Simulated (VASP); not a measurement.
Crystal: SnO (Romarchite).

```xyz
4
Lattice="3.7926 0.0000 0.0000 0.0000 3.7926 0.0000 0.0000 0.0000 4.7582" Properties=species:S:1:pos:R:3 pbc="T T T"
Sn    1.8963    0.0000    1.1469
Sn    0.0000    1.8963    3.6113
O     0.0000    0.0000    0.0000
O     1.8963    1.8963    0.0000
```

Base run:

* Program: VASP 6.6.1
* Functional: r2SCAN
* Potentials or basis: VASP PAW PBE potentials, release 64 (Sn_d, O)
* Cutoff: 520 eV
* k mesh: 6 × 6 × 6
* Occupations: fermi-dirac, width 0.02 eV
* Spin: no spin polarisation

Its results: pressure 1.8 GPa; largest force 0.119 eV/Å.

Question: The run is repeated on the same cell with these changes: functional from r2SCAN to LDA; potentials or basis from VASP PAW PBE potentials, release 64 (Sn_d, O) to VASP PAW LDA potentials, release 64 (Sn_d, O). What comes out?

Answer: Pressure -1.5 GPa; largest force 0.009 eV/Å.

Caveats: the PAW data sets were made with another functional, which shifts forces and pressure a little (some runs).
